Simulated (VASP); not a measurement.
AlN:

```
Al N
1.0
     3.11300    0.00000    0.00000
    -1.55650    2.69594    0.00000
     0.00000    0.00000    4.98100
Al N
2 2
Direct
  0.33333 0.66667 0.00000
  0.66667 0.33333 0.50000
  0.33333 0.66667 0.38000
  0.66667 0.33333 0.88000
```

```yaml
Program: VASP 6.6.1
Task: relaxation of cell and atoms
Functional: PBE
Potentials_or_basis: VASP PAW PBE potentials, release 64 (Al, N)
Cutoff: 600 eV
k_mesh: 10 × 10 × 6
Occupations: gaussian, width 0.05 eV
Spin: no spin polarisation
```

At the start: pressure 3.3 GPa; volume 10.45 Å³/atom.

**Question.** How do energy, volume and symmetry change on relaxing?

**Answer.** Over 3 steps the energy falls by 2.1 meV/atom and the volume is 10.62 Å³/atom (+1.7 %); space group P6_3mc (No. 186, to 0.1 Å) before and after.

Step by step:
```csv
step,energy change (eV),largest force (eV/Å),pressure (GPa),volume (Å³)
1,0.0000,0.1289,3.35,41.80
2,-0.0017,0.0910,-2.80,43.14
3,-0.0083,0.0042,0.02,42.50
```

Final structure:
```
Al N
1.0
     3.12734    0.00000    0.00000
    -1.56367    2.70836    0.00000
     0.00000    0.00000    5.01754
Al N
2 2
Direct
  0.33333 0.66667 0.99934
  0.66667 0.33333 0.49934
  0.33333 0.66667 0.38066
  0.66667 0.33333 0.88066
```
